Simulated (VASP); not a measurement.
# Au: single point with PBEsol

The system is Au.

```xyz
1
Lattice="2.7297 0.0000 0.0000 0.0000 2.7297 0.0000 0.0000 0.0000 2.7297" Properties=species:S:1:pos:R:3 pbc="T T T"
Au    0.0000    0.0000    0.0000
```

This cell differs from its parent crystal: volume scaled by 1.04.

```yaml
Program: VASP 6.6.1
Task: single point
Functional: PBEsol
Potentials_or_basis: VASP PAW PBE potentials, release 64 (Au)
Cutoff: 520 eV
k_mesh: 13 × 13 × 13
Occupations: fermi-dirac, width 0.1 eV
Spin: no spin polarisation
```

The pressure is -4.8 GPa.

Levels at points of the mesh, in eV from the Fermi level:
| k point | band 2 | band 3 | band 4 | band 5 | band 6 | band 7 | band 8 | band 9 | band 10 | band 11 |
| --- | --- | --- | --- | --- | --- | --- | --- | --- | --- | --- |
| (0.00, 0.00, 0.00) | -5.65 | -5.65 | -1.31 | -1.31 | -1.31 | 14.01 | 14.01 | 14.01 | 18.84 | 21.36 |

Wall time 6.4 s on 1 thread of AMD EPYC 9R45 96-Core Processor (Zen 5) (shared host), peak memory 0.11 GiB.

Caveat: the PAW data sets were made with another functional, which shifts forces and pressure a little; spin-orbit coupling is left out, which moves the levels of the heavy elements.
